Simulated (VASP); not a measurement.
ZrN:

```
CELL_PARAMETERS angstrom
0.00000 2.29427 2.29427
2.29427 0.00000 2.29427
2.29427 2.29427 0.00000
ATOMIC_POSITIONS crystal
Zr 0.50000 0.50000 0.50000
N 0.00000 0.00000 0.00000
```

* Program: VASP 6.6.1
* Task: relaxation of cell and atoms
* Functional: PBEsol
* Potentials or basis: VASP PAW PBE potentials, release 64 (Zr_sv, N)
* Cutoff: 600 eV
* k mesh: 16 × 16 × 16
* Occupations: gaussian, width 0.1 eV
* Spin: no spin polarisation

At the start: pressure -5.8 GPa; volume 12.08 Å³/atom.

Where does the relaxation end?

Over 6 steps the energy falls by 5.1 meV/atom and the volume is 11.80 Å³/atom (-2.3 %); space group Fm-3m (No. 225, to 0.1 Å) before and after.

Step by step:
```csv
step,energy change (eV),largest force (eV/Å),pressure (GPa),volume (Å³)
1,0.0000,0.0000,-5.84,24.15
2,0.0251,0.0000,12.24,22.65
3,-0.0102,0.0000,-0.08,23.61
4,-0.0102,0.0000,0.05,23.60
5,-0.0102,0.0000,-0.04,23.61
6,-0.0102,0.0000,0.00,23.61
```

Final structure:
```cif
data_structure
_symmetry_space_group_name_H-M 'P 1'
_symmetry_Int_Tables_number 1
_cell_length_a 3.2199
_cell_length_b 3.2199
_cell_length_c 3.2199
_cell_angle_alpha 60.000
_cell_angle_beta 60.000
_cell_angle_gamma 60.000
_cell_volume 23.61
loop_
_atom_site_label
_atom_site_type_symbol
_atom_site_fract_x
_atom_site_fract_y
_atom_site_fract_z
_atom_site_occupancy
Zr1 Zr 0.50000 0.50000 0.50000 1
N1 N 0.00000 0.00000 0.00000 1
```

Caveat: the PAW data sets were made with another functional, which shifts forces and pressure a little.
